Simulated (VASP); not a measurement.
# SnO2 (fluorite type) (Fm-3m) in VASP: further runs

The runs below take SnO2 (fluorite type) through single point, with PBE.

Everything below comes from runs of VASP 6.6.1. Logs are shortened: lines on timing, memory, paths and dates and some standing lists are left out, and cuts for length are marked.

**1. The cell of the first run**

The structure is cubic, space group Fm-3m (No. 225). The conventional cell has a = 5.108 Å, b = 5.108 Å, c = 5.108 Å, α = 90.00°, β = 90.00°, γ = 90.00°. Within 2.9 Å of Sn (site symmetry m-3m) lie 8 O at 2.21 Å. Within 2.9 Å of O (site symmetry -43m) lie 4 Sn at 2.21 Å and 6 O at 2.55 Å.

**2. Single point, PBE**

Input file INCAR:

```
  PREC = Accurate
  ENCUT = 520
  EDIFF = 1E-7
  ISMEAR = -1
  SIGMA = 0.06122561905347299
  LREAL = False
  LASPH = True
  NELM = 60
  ALGO = Normal
  ISIF = 2
  LWAVE = False
  LCHARG = False
  GGA = PE
  NBANDS = 20
```

Input file KPOINTS:

```
regular mesh
0
Gamma
  19 19 19
```

Input file POSCAR:

```
SnO2
1.0
    0.0000000000      2.5541843174      2.5541843174
    2.5541843174      0.0000000000      2.5541843174
    2.5541843174      2.5541843174      0.0000000000
Sn O
1 2
Direct
    0.0000000000      0.0000000000      0.0000000000
    0.2500000000      0.2500000000      0.2500000000
    0.7500000000      0.7500000000      0.7500000000
```

Potentials or basis: VASP PAW PBE potentials, release 64 (Sn_d, O).

On the command line:

```bash
$ cat potpaw_PBE.64/Sn_d/POTCAR potpaw_PBE.64/O/POTCAR > POTCAR
$ mpirun -np 1 vasp_std > vasp.out
```

OUTCAR:

```text
PREC = Accurate
   ENCUT = 520
   EDIFF = 1E-7
   ISMEAR = -1
   LREAL = False
   LASPH = True
   NELM = 60
   ISIF = 2
   GGA = PE

 ion  position               nearest neighbor table
   1  0.000  0.000  0.000-   3 2.21   3 2.21   3 2.21   2 2.21   3 2.21   2 2.21   2 2.21   2 2.21

   2  0.250  0.250  0.250-   1 2.21   1 2.21   1 2.21   1 2.21
   3  0.750  0.750  0.750-   1 2.21   1 2.21   1 2.21   1 2.21

  LATTYP: Found a face centered cubic cell.
 ALAT       =     5.1083686348

  Lattice vectors:

 A1 = (   0.0000000000,   2.5541843174,   2.5541843174)
 A2 = (   2.5541843174,   0.0000000000,   2.5541843174)
 A3 = (   2.5541843174,   2.5541843174,   0.0000000000)

Analysis of symmetry for initial positions (statically):
=====================================================================
 Subroutine PRICEL returns:
 Original cell was already a primitive cell.

 Routine SETGRP: Setting up the symmetry group for a
 face centered cubic supercell.

 Subroutine GETGRP returns: Found 48 space group operations
 (whereof 48 operations were pure point group operations)
 out of a pool of 48 trial point group operations.

The static configuration has the point symmetry O_h .

Analysis of symmetry for dynamics (positions and initial velocities):
=====================================================================
 Subroutine PRICEL returns:
 Original cell was already a primitive cell.

 Routine SETGRP: Setting up the symmetry group for a
 face centered cubic supercell.

 Subroutine GETGRP returns: Found 48 space group operations
 (whereof 48 operations were pure point group operations)
 out of a pool of 48 trial point group operations.

The dynamic configuration has the point symmetry O_h .

 Subroutine INISYM returns: Found 48 space group operations
 (whereof 48 operations are pure point group operations),
 and found     1 'primitive' translations

----------------------------------------------------------------------------------------

                                     Primitive cell

  volume of cell :      33.3263

  direct lattice vectors                    reciprocal lattice vectors
     0.000000000  2.554184317  2.554184317    -0.195757212  0.195757212  0.195757212
     2.554184317  0.000000000  2.554184317     0.195757212 -0.195757212  0.195757212
     2.554184317  2.554184317  0.000000000     0.195757212  0.195757212 -0.195757212

  length of vectors
     3.612162102  3.612162102  3.612162102     0.339061437  0.339061437  0.339061437

  position of ions in fractional coordinates (direct lattice)
     0.000000000  0.000000000  0.000000000
     0.250000000  0.250000000  0.250000000
     0.750000000  0.750000000  0.750000000

  ion indices of the primitive-cell ions
   primitive index   ion index
                 1           1
                 2           2
                 3           3

----------------------------------------------------------------------------------------

 KPOINTS: regular mesh

Automatic generation of k-mesh.
 Grid dimensions read from file:
 generate k-points for:   19   19   19

 Generating k-lattice:

  Cartesian coordinates                     Fractional coordinates (reciprocal lattice)
    -0.010303011  0.010303011  0.010303011     0.052631579  0.000000000  0.000000000
     0.010303011 -0.010303011  0.010303011     0.000000000  0.052631579  0.000000000
     0.010303011  0.010303011 -0.010303011     0.000000000  0.000000000  0.052631579

  Length of vectors
     0.017845339  0.017845339  0.017845339

  Shift w.r.t. Gamma in fractional coordinates (k-lattice)
     0.000000000  0.000000000  0.000000000

 Subroutine IBZKPT returns following result:
 ===========================================

 Found    220 irreducible k-points:

 Following reciprocal coordinates:
            Coordinates               Weight
  0.000000  0.000000  0.000000      1.000000
  0.052632  0.000000  0.000000      8.000000
  0.105263  0.000000  0.000000      8.000000
  0.157895  0.000000  0.000000      8.000000
  0.210526  0.000000  0.000000      8.000000
  0.263158  0.000000  0.000000      8.000000
[... 16 lines left out ...]
 -0.315789  0.052632  0.000000     24.000000
 -0.263158  0.052632  0.000000     24.000000
 [... further k-points ...]
   k-points           NKPTS =    220   k-points in BZ     NKDIM =    220   number of bands    NBANDS=     20
   number of dos      NEDOS =    301   number of ions     NIONS =      3
   total plane-waves  NPLWV =  21952
   dimension x,y,z NGX =    28 NGY =   28 NGZ =   28
   dimension x,y,z NGXF=    56 NGYF=   56 NGZF=   56
   ions per type =               1   2
   NGX,Y,Z   is equivalent  to a cutoff of  12.89, 12.89, 12.89 a.u.
   NGXF,Y,Z  is equivalent  to a cutoff of  25.77, 25.77, 25.77 a.u.
 SYSTEM =  unknown system
   PREC   = accura    normal or accurate (medium, high low for compatibility)
   ISTART =      0    job   : 0-new  1-cont  2-samecut
   ICHARG =      2    charge: 1-file 2-atom 10-const
   ISPIN  =      1    spin polarized calculation?
   LNONCOLLINEAR =      F non collinear calculations
   LSORBIT =      F    spin-orbit coupling
   LASPH  =      T    aspherical Exc in radial PAW
   ENCUT  =  520.0 eV  38.22 Ry    6.18 a.u.   6.72  6.72  6.72*2*pi/ulx,y,z
   NELM   =     60;   NELMIN=  2; NELMDL= -5     # of ELM steps
   EDIFF  = 0.1E-06   stopping-criterion for ELM
   LREAL  =      F    real-space projection
   EDIFFG = 0.1E-05   stopping-criterion for IOM
   NSW    =      0    number of steps for IOM
   IBRION =     -1    ionic relax: 0-MD 1-quasi-New 2-CG
   NFREE  =      0    steps in history (QN), initial steepest desc. (CG)
   ISIF   =      2    stress and relaxation
   ISYM   =      2    0-nonsym 1-usesym 2-fastsym
   POTIM  = 0.5000    time-step for ionic-motion
   TEBEG  =    0.0;   TEEND  =   0.0 temperature during run
   PSTRESS=    0.0 pullay stress
   NELECT =      26.0000    total number of electrons
   NUPDOWN=      -1.0000    fix difference up-down
   EMIN   =  10.00;   EMAX   =-10.00  energy-range for DOS
   EFERMI =   0.00;   METHOD = LEGACY
   ISMEAR =    -1;   SIGMA  =   0.06  broadening in eV -4-tet -1-fermi 0-gaus
   EFERMI_NEDOS =   21; number of points for ismear=-14 and -15
   IALGO  =     38    algorithm
   IMIX   =      4    mixing-type and parameters
     AMIX     =   0.40;   BMIX     =  1.00
     AMIX_MAG =   1.60;   BMIX_MAG =  1.00
  volume/ion in A,a.u.               =      11.11        74.97
  Fermi-wavevector in a.u.,A,eV,Ry     =   1.507083  2.847973 30.902884  2.271298
  Thomas-Fermi vector in A             =   2.617715
   LORBIT       =      0    0 simple, 1 ext, 2 COOP (PROOUT), +10 PAW based schemes
   GGA     = PE    functional components
   LHFCALC =     F    Hartree Fock is set to
   AEXX    =    0.0000 exact exchange contribution
   IVDW    =     0    specifies the selected vdW correction
   LEPSILON=     F    determine dielectric tensor
   LRPA    =     F    only Hartree local field effects (RPA)
 non-spin polarized calculation
  energy-cutoff  :      520.00
  volume of cell :       33.33
 maximum number of plane-waves:       918
   NGX = 13   NGY = 13   NGZ = 13

 number of electron      25.9999983 magnetization

 Free energy of the ion-electron system (eV)
  ---------------------------------------------------
  ext. energy  EPLUGINS =         0.00000000
  ---------------------------------------------------
  free energy    TOTEN  =       -17.90484981 eV

  energy without entropy =      -17.90454019  energy(sigma->0) =      -17.90469500

 E-fermi :   7.9630     XC(G=0): -11.7896

 val. band max:        7.7209318771   @ k =   0.0000   0.0000   0.0000
 cond. band min:       8.1010570277   @ k =   0.0526   0.0000   0.0000
 fundamental gap:      0.3801251506
 Fermi energy:         7.9629629368

 k-point     1 :       0.0000    0.0000    0.0000
  band No.  band energies     occupation
      1     -12.8824      2.00000
      2     -12.8824      2.00000
      3     -12.8824      2.00000
      4     -12.7428      2.00000
      5     -12.7428      2.00000
      6     -11.8254      2.00000
[... 12 lines left out ...]
     19      22.8875      0.00000
     20      22.8875      0.00000

 k-point     2 :       0.0526    0.0000    0.0000
  band No.  band energies     occupation
      1     -12.8928      2.00000
      2     -12.8802      2.00000
      3     -12.8802      2.00000
      4     -12.7429      2.00000
      5     -12.7429      2.00000
      6     -11.7978      2.00000
[... 12 lines left out ...]
     19      22.8942      0.00000
     20      22.8942      0.00000

 k-point     3 :       0.1053    0.0000    0.0000
  band No.  band energies     occupation
      1     -12.9247      2.00000
      2     -12.8741      2.00000
      3     -12.8741      2.00000
      4     -12.7431      2.00000
      5     -12.7431      2.00000
      6     -11.7129      2.00000
[... 12 lines left out ...]
     19      22.9142      0.00000
     20      22.9142      0.00000

 k-point     4 :       0.1579    0.0000    0.0000
  band No.  band energies     occupation
      1     -12.9773      2.00000
      2     -12.8654      2.00000
      3     -12.8654      2.00000
      4     -12.7426      2.00000
      5     -12.7426      2.00000
      6     -11.5667      2.00000
[... 12 lines left out ...]
     19      22.9460      0.00000
     20      22.9460      0.00000

 k-point     5 :       0.2105    0.0000    0.0000
  band No.  band energies     occupation
      1     -13.0458      2.00000
      2     -12.8560      2.00000
      3     -12.8560      2.00000
      4     -12.7404      2.00000
      5     -12.7404      2.00000
      6     -11.3591      2.00000
[... 12 lines left out ...]
     19      22.9846      0.00000
     20      23.3256      0.00000
[... 353 lines left out ...]
      6      -9.9588      2.00000
[... 12 lines left out ...]
     19      22.9471      0.00000
     20      24.1558      0.00000

 k-point    22 :      -0.3684    0.0526    0.0000
  band No.  band energies     occupation
      1     -13.2690      2.00000
      2     -12.8493      2.00000
      3     -12.8375      2.00000
      4     -12.7225      2.00000
      5     -12.7185      2.00000
      6     -10.2991      2.00000
[... 12 lines left out ...]
     19      22.9508      0.00000
     20      24.2615      0.00000

 k-point    23 :      -0.3158    0.0526    0.0000
  band No.  band energies     occupation
      1     -13.2125      2.00000
      2     -12.8509      2.00000
      3     -12.8398      2.00000
      4     -12.7318      2.00000
      5     -12.7242      2.00000
      6     -10.6476      2.00000
[... 12 lines left out ...]
     19      22.9529      0.00000
     20      24.3513      0.00000

 k-point    24 :      -0.2632    0.0526    0.0000
  band No.  band energies     occupation
      1     -13.1433      2.00000
      2     -12.8541      2.00000
      3     -12.8447      2.00000
      4     -12.7397      2.00000
      5     -12.7302      2.00000
      6     -10.9711      2.00000
[... 12 lines left out ...]
     19      22.9411      0.00000
     20      24.2980      0.00000

 [... further k-points ...]

------------------------ aborting loop because EDIFF is reached ----------------------------------------

  FORCE on cell =-STRESS in cart. coord.  units (eV):
  Direction    XX          YY          ZZ          XY          YZ          ZX
  --------------------------------------------------------------------------------------
  -------------------------------------------------------------------------------------
  Total        0.9581521      0.9581521      0.9581521      0.0000000      0.0000000      0.0000000
  in kB       46.0636509     46.0636509     46.0636509      0.0000000      0.0000000      0.0000000
  external PRESSURE =      46.0636509 kB  Pullay stress =       0.0000000 kB

 VOLUME and BASIS-vectors are now :
 -----------------------------------------------------------------------------
  energy-cutoff  :      520.00
  volume of cell :       33.33
      direct lattice vectors                 reciprocal lattice vectors
     0.000000000  2.554184317  2.554184317    -0.195757212  0.195757212  0.195757212
     2.554184317  0.000000000  2.554184317     0.195757212 -0.195757212  0.195757212
     2.554184317  2.554184317  0.000000000     0.195757212  0.195757212 -0.195757212

 POSITION                                       TOTAL-FORCE (eV/Angst)
 -----------------------------------------------------------------------------------
      0.00000      0.00000      0.00000         0.000000      0.000000      0.000000
      1.27709      1.27709      1.27709        -0.000000     -0.000000     -0.000000
      3.83128      3.83128      3.83128         0.000000      0.000000      0.000000
 -----------------------------------------------------------------------------------
    total drift:                                0.000000     -0.000000      0.000000

  FREE ENERGIE OF THE ION-ELECTRON SYSTEM (eV)
  ---------------------------------------------------
  free  energy   TOTEN  =       -17.9048498087 eV

  energy  without entropy=      -17.9045401905  energy(sigma->0) =      -17.90469500
```

It took 60 s on 1 thread of Intel Xeon 6975P-C (Granite Rapids), shared host; peak memory 0.26 GiB.

What came out:

```yaml
Free_energy: -17.9048 eV
Pressure: 4.6 GPa
```

Caveat: the cell stands under pressure; spin-orbit coupling is left out, which moves the levels of the heavy elements.

**3. Single point, PBE**

Input file INCAR:

```
SYSTEM = SnO2
PREC = Accurate
ENCUT = 520
EDIFF = 1E-6
ISMEAR = -1
SIGMA = 0.06122561905347299
LREAL = .FALSE.
LASPH = .TRUE.
NELM = 100
ALGO = Normal
ISIF = 2
LWAVE = .FALSE.
LCHARG = .FALSE.
GGA = PE
NBANDS = 20
```

Input file KPOINTS:

```
Automatic mesh
0
G
  19 19 19
  0 0 0
```

POSCAR is that of step 2.

Potentials or basis: VASP PAW PBE potentials, release 64 (Sn_d, O).

On the command line:

```bash
$ cat potpaw_PBE.64/Sn_d/POTCAR potpaw_PBE.64/O/POTCAR > POTCAR
$ mpirun -np 1 vasp_std > vasp.out
```

Wall time 62 s (1 thread of Intel Xeon 6975P-C (Granite Rapids), shared host); peak memory 0.26 GiB.

Results (log left out):

```
Free energy : -17.9048 eV
Pressure    : 4.6 GPa
```

Levels at points of the mesh, in eV from the Fermi level:
| k point | band 9 | band 10 | band 11 | band 12 | band 13 | band 14 | band 15 | band 16 | band 17 | band 18 |
| --- | --- | --- | --- | --- | --- | --- | --- | --- | --- | --- |
| (0.00, 0.00, 0.00) | -3.14 | -3.14 | -1.63 | -1.63 | -1.63 | -0.24 | 6.77 | 6.77 | 6.77 | 13.08 |

Caveat: the cell stands under pressure; spin-orbit coupling is left out, which moves the levels of the heavy elements.
